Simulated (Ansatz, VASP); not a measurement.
# One calculation of La2O3, two programs

INCAR

```
SYSTEM = La2O3
ALGO = Normal
EDIFF = 1E-6
ENCUT = 520
GGA = PE
ISIF = 2
ISMEAR = 1
LASPH = .True.
LCHARG = .False.
LREAL = .False.
LWAVE = .False.
NBANDS = 28
NELM = 100
PREC = Accurate
SIGMA = 0.1
```

KPOINTS

```
k-points
0
Gamma
  4 4 2
  0 0 0
```

Contents of POSCAR:

```
La2O3
1.0
    3.8481300000      0.0294100000      0.0399400000
   -1.8986000000      3.4200300000     -0.0170600000
    0.0621000000      0.0052300000      5.8891900000
La O
2 3
Direct
    0.6651900000      0.3153500000      0.7641500000
    0.3101582767      0.6561657998      0.2507993459
    0.6331900000      0.3325100000      0.3454700000
    0.3551100000      0.6860800000      0.6438400000
    0.0044200000      0.0167600000      0.9826100000
```

Input for Ansatz:

```yaml
crystal:
  lattice:
    - [3.84813, 0.02941, 0.03994]
    - [-1.8986, 3.42003, -0.01706]
    - [0.0621, 0.00523, 5.88919]
  atoms:
    - { symbol: La, position: [0.66519, 0.31535, 0.76415] }
    - { symbol: La, position: [0.3101582766878673, 0.656165799774701, 0.25079934591569353] }
    - { symbol: O, position: [0.63319, 0.33251, 0.34547] }
    - { symbol: O, position: [0.35511, 0.68608, 0.64384] }
    - { symbol: O, position: [0.00442, 0.01676, 0.98261] }
basis:
  ecutwfc: 540.0
  xc_grid: 2
kpoints:
  mp_grid:
    grid: [4, 4, 2]
hamiltonian:
  xc: pbe
scf:
  convergence:
    dr2_threshold: 1.0e-09
  occupations:
    method: cold
output:
  forces: true
  stress: true
```

Alike in both runs: task single point; functional PBE; k mesh 4 × 4 × 2; no spin polarisation.

```csv
,VASP,Ansatz
version,VASP 6.6.1,Ansatz 0.2.0
potentials or method,"VASP PAW PBE potentials, release 64 (La, O), cutoff 520 eV","plane waves, PAW"
occupations,"methfessel-paxton of order 1, width 0.1 eV",cold
valence electrons in the cell,40,40
```

Ansatz gave:

* pressure (GPa): 9.2
* traceless stress, the component that is largest in VASP (GPa): -2.36
* rms of the force components (eV/Å): 0.418

Question: What did VASP give for the same quantities?

Answer: Pressure (GPa): 8.9; traceless stress, the component that is largest in VASP (GPa): -2.36; rms of the force components (eV/Å): 0.416.

Atom by atom the forces differ by 0.007 eV/Å (rms over components). Ansatz's warnings: stress scf threshold loose.

The k mesh is coarse, so the values compare programs but aren't converged. Spin-orbit coupling is off throughout.
